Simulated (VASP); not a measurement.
Set up this calculation in VASP 6.6.1, as the native input.

```
Task                   : single point
Functional             : PBEsol
Potentials or basis    : VASP PAW PBE potentials, release 64 (Cu)
Cutoff                 : 520 eV
k mesh                 : 17 × 17 × 17
Occupations            : fermi-dirac, width 0.1 eV
Spin                   : no spin polarisation
Dipole correction      : no
Further INCAR settings : ALGO = Normal; EDIFF = 1e-07; NBANDS = 18
```

The structure of Cu lies in POSCAR:

```
Cu
1.0
    0.0000000000      2.5438731561      2.5438731561
    2.5438731561      0.0000000000      2.5438731561
    2.5438731561      2.5438731561      0.0000000000
Cu
2
Direct
    0.1250000000      0.1250000000      0.1250000000
    0.8750000000      0.8750000000      0.8750000000
```

This isn't the form of Cu at room conditions, which is fcc.

One way to write it, as run:

INCAR

```
PREC = Accurate
ENCUT = 520
EDIFF = 1E-7
ISMEAR = -1
SIGMA = 0.1
LREAL = False
LASPH = True
NELM = 100
ALGO = Normal
ISIF = 2
LWAVE = False
LCHARG = False
GGA = PS
NBANDS = 18
```

KPOINTS

```
regular mesh
0
Gamma
  17 17 17
```

Potentials or basis: VASP PAW PBE potentials, release 64 (Cu).

Launch:

```console
$ cat potpaw_PBE.64/Cu/POTCAR > POTCAR
$ mpirun -np 1 vasp_std > vasp.out
```

Results of the run:

* Pressure: 7.4 GPa
* Band gap on the k mesh: zero (bands 11 and 12 overlap by 0.86 eV)

Caveat: the cell stands under pressure; the PAW data sets were made with another functional, which shifts forces and pressure a little.

It took 3.7 min on 1 thread of AMD EPYC 7R13 (shared host), peak memory 0.18 GiB.
